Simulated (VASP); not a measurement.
Wanted: the native input for a VASP 6.6.1 run.

```
Task                   : single point
Functional             : LDA
Potentials or basis    : VASP PAW LDA potentials, release 64 (Zr_sv, C)
Cutoff                 : 520 eV
k mesh                 : 16 × 16 × 16
Occupations            : gaussian, width 0.15 eV
Spin                   : no spin polarisation
Dipole correction      : no
Further INCAR settings : ALGO = Normal; EDIFF = 1e-06; NBANDS = 15
```

The structure of ZrC lies in POSCAR:

```
ZrC
1.0
    0.0000000000      2.3207286109      2.3207286109
    2.3207286109      0.0000000000      2.3207286109
    2.3207286109      2.3207286109      0.0000000000
Zr C
1 1
Direct
    0.4967462522      0.5032537478      0.5032537478
    0.0247120666     -0.0247120666     -0.0247120666
```

This cell differs from its parent crystal: mode 4 frozen in at -0.115 Å, strain +e along z and -e/2 along x and y +0.0000.

These files were run (other wordings do the same):

INCAR

```
SYSTEM = ZrC
PREC = Accurate ; ENCUT = 520
EDIFF = 1E-6 ; ISMEAR = 0
SIGMA = 0.15 ; LREAL = .False.
LASPH = .True. ; NELM = 60
ALGO = Normal ; ISIF = 2
LWAVE = .False. ; LCHARG = .True.
LELF = .True. ; LVHAR = .True.
NBANDS = 15
```

KPOINTS

```
Automatic mesh
0
Gamma
  16 16 16
  0 0 0
```

Potentials or basis: VASP PAW LDA potentials, release 64 (Zr_sv, C).

Command:

```bash
$ cat potpaw_LDA.64/Zr_sv/POTCAR potpaw_LDA.64/C/POTCAR > POTCAR
$ mpirun -np 1 vasp_std > vasp.out
```

It gave:

The pressure is 2.1 GPa and the largest force is 1.031 eV/Å. The band gap on the k mesh is zero (band 8 reaches 10.45 eV, above the bottom of band 9 at 9.45 eV).

Caveat: the cell differs from its parent crystal (mode 4 frozen in at -0.115 Å, strain +e along z and -e/2 along x and y +0.0000); forces of over 1 eV/Å act on the atoms, so gaps and moduli don't describe the material at rest.

Run time: 41 s on 1 thread of Intel(R) Xeon(R) Platinum 8559C (Emerald Rapids), with other jobs on the host, peak memory 0.23 GiB.
